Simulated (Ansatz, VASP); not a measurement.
**One calculation of C, two programs**

INCAR

```
PREC     = Accurate       # precision mode
ENCUT    = 600            # plane-wave cutoff, eV
EDIFF    = 1E-6           # SCF threshold, eV
ISMEAR   = -1             # smearing method
SIGMA    = 0.1            # smearing width, eV
LREAL    = False          # projectors in reciprocal space
LASPH    = True           # aspherical terms in the spheres
NELM     = 60             # most SCF steps
ALGO     = Normal         # electronic algorithm
ISIF     = 3              # what is computed and relaxed
LWAVE    = False          # write WAVECAR
LCHARG   = False          # write CHGCAR
GGA      = PS             # functional
IBRION   = 2              # ionic algorithm
NSW      = 50             # ionic steps
EDIFFG   = -0.01          # ionic threshold
```

Contents of KPOINTS:

```
Automatic mesh
0
Gamma
  15 15 4
```

POSCAR

```
C
1.0
    2.4561700000      0.0000000000      0.0000000000
   -1.2280850000      2.1271060000      0.0000000000
    0.0000000000      0.0000000000      8.5238030000
C
2
Direct
    0.3333333333      0.6666666667      0.0000000000
    0.6666666667      0.3333333333      0.0000000000
```

Input for Ansatz:

```yaml
crystal:
  lattice:
    - [2.45617, 0.0, 0.0]
    - [-1.228085, 2.127106, 0.0]
    - [0.0, 0.0, 8.523803]
  atoms:
    - { symbol: C, position: [0.3333333333333333, 0.6666666666666666, 0.0] }
    - { symbol: C, position: [0.6666666666666666, 0.3333333333333333, 0.0] }
basis:
  ecutwfc: 450.0
kpoints:
  mp_grid:
    grid: [15, 15, 4]
hamiltonian:
  xc: pbesol
  dispersion: none
scf:
  occupations:
    method: fermi_dirac
    width: 0.1
relax:
  max_steps: 30
  cell: {}
```

Alike in both runs: task relaxation of cell and atoms; functional PBEsol; k mesh 15 × 15 × 4; occupations fermi-dirac, width 0.1 eV; no spin polarisation.

```csv
,VASP,Ansatz
version,VASP 6.6.1,Ansatz 0.2.0
potentials or method,"VASP PAW PBE potentials, release 64 (C), cutoff 600 eV","plane waves, PAW"
valence electrons in the cell,8,8
```

|  | VASP | Ansatz | Ansatz less VASP |
| --- | --- | --- | --- |
| relaxed volume (Å³/atom) | 15.58 | 22.31 | +6.737 |
| relaxed cell length with the largest relative difference (Å) | 5.947 | 8.523 | +2.5760 |

VASP's potentials were made for PBE, not for PBEsol. One of these differences is far larger than is usual between the two programs; its cause wasn't traced.

Noted on VASP's run: the volume moved by over 15 % at a fixed basis, so the end points are rough.
